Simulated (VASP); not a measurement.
KTaO3: single point with PBEsol

The system is KTaO3.

```
K Ta O
1.0
     3.98530    0.00000    0.00000
     0.00000    3.98530    0.00000
     0.00000    0.00000    3.98530
K Ta O
1 1 3
Direct
  0.00000 0.00000 0.00000
  0.50000 0.50000 0.50000
  0.50000 0.50000 0.00000
  0.50000 0.00000 0.50000
  0.00000 0.50000 0.50000
```

```yaml
Program: VASP 6.6.1
Task: single point
Functional: PBEsol
Potentials_or_basis: VASP PAW PBE potentials, release 64 (K_sv, Ta_pv, O)
Cutoff: 600 eV
k_mesh: 8 × 8 × 8
Occupations: gaussian, width 0.02 eV
Spin: non-collinear spin, zero start, spin-orbit coupling
Starting_moments: "[[0.0, 0.0, 0.0], [0.0, 0.0, 0.0], [0.0, 0.0, 0.0], [0.0, 0.0, 0.0], [0.0, 0.0, 0.0]] μB"
```

```json
{
  "Pressure": "0.8 GPa",
  "Net moment": "0.00 μB per cell",
  "Valence electrons inside the program's atomic spheres": "K 7.60; Ta 8.80; O 5.06"
}
```

Moments on the atoms (μB; x, y, z):
```
K   0.00 0.00 0.00
Ta  0.00 0.00 0.00
O   0.00 0.00 0.00
O   0.00 0.00 0.00
O   0.00 0.00 0.00
```

It took 8.5 min on 1 thread of Intel Xeon 8259CL, on a shared host, peak memory 0.45 GiB.

Caveat: the PAW data sets were made with another functional, which shifts forces and pressure a little.
